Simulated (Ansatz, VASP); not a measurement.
Two plane-wave programs on Ga3As2P

```xyz
6
Lattice="4.0049 0.0000 0.0000 -2.0025 3.4684 0.0000 0.0000 0.0000 9.8152" Properties=species:S:1:pos:R:3 pbc="T T T"
Ga    0.0000    0.0000    9.7506
Ga    0.0000    2.3123    6.6093
Ga    2.0025    1.1561    3.2735
P     0.0000    2.3123    8.9972
As    2.0025    1.1561    5.7543
As    0.0000    0.0000    2.4220
```

Alike in both runs: functional PBE; k mesh 12 × 12 × 4; occupations gaussian, width 0.02 eV; no spin polarisation.

Ansatz relaxed the structure, and its values are those at the end. VASP's run is a single point on that final structure, the one shown.

|  | VASP | Ansatz |
| --- | --- | --- |
| version | VASP 6.6.1 | Ansatz 0.2.0 |
| potentials or method | VASP PAW PBE potentials, release 64 (Ga_d, P, As), cutoff 520 eV | scalar-relativistic, plane waves, PAW |
| valence electrons in the cell | 54 | 74 |

Ansatz gave:

* gap on the k mesh at the Fermi level (eV): 0.52
* least direct gap on the mesh (eV): 0.52
* pressure (GPa): 0.0
* rms of the force components (eV/Å): 0.002

Q: Which values does VASP return?

A: gap on the k mesh at the Fermi level (eV): 0.52; least direct gap on the mesh (eV): 0.52; pressure (GPa): 0.1; rms of the force components (eV/Å): 0.004.

The functional is the same, so the differences come from potentials, cutoffs and numerics. VASP's potentials hold 54 valence electrons a cell and Ansatz's 74, so a difference there can come from the potentials and not from the codes.
